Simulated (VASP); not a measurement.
Wanted: the native input for a VASP 6.6.1 run.

```
Task                   : single point
Functional             : RPBE
Dispersion             : D3(BJ)
Potentials or basis    : VASP PAW PBE potentials, release 64 (Sn_d, Se)
Cutoff                 : 520 eV
k mesh                 : 8 × 8 × 8
Occupations            : fermi-dirac, width 0.05 eV
Spin                   : no spin polarisation
Dipole correction      : no
Further INCAR settings : ALGO = Normal; EDIFF = 1e-06; NBANDS = 17
```

The structure of SnSe lies in POSCAR:

```
SnSe
1.0
    0.0000000000      2.8141140273      2.8141140273
    2.8141140273      0.0000000000      2.8141140273
    2.8141140273      2.8141140273      0.0000000000
Sn Se
1 1
Direct
    0.0000000000      0.0000000000      0.0000000000
    0.5000000000      0.5000000000      0.5000000000
```

These files were run (other wordings do the same):

INCAR

```
PREC = Accurate
ENCUT = 520
EDIFF = 1E-6
ISMEAR = -1
SIGMA = 0.05
LREAL = False
LASPH = True
NELM = 60
ALGO = Normal
ISIF = 2
LWAVE = False
LCHARG = False
GGA = RP
IVDW = 12
NBANDS = 17
```

KPOINTS

```
regular mesh
0
Gamma
  8 8 8
```

Potentials or basis: VASP PAW PBE potentials, release 64 (Sn_d, Se).

The run is started by

```console
$ cat potpaw_PBE.64/Sn_d/POTCAR potpaw_PBE.64/Se/POTCAR > POTCAR
$ mpirun -np 1 vasp_std > vasp.out
```

Results of the run:

```json
{
 "Pressure": "0.0 GPa",
 "Band gap on the k mesh": "0.56 eV, indirect (least direct gap 0.66 eV)",
 "Dispersion energy per atom": "-2.029 eV"
}
```

Caveat: the PAW data sets were made with another functional, which shifts forces and pressure a little; spin-orbit coupling is left out, which moves the levels of the heavy elements.

It took 22 s on 1 thread of Intel(R) Xeon(R) Platinum 8259CL CPU @ 2.50GHz (Skylake/Cascade Lake), on a shared host, peak memory 0.18 GiB.
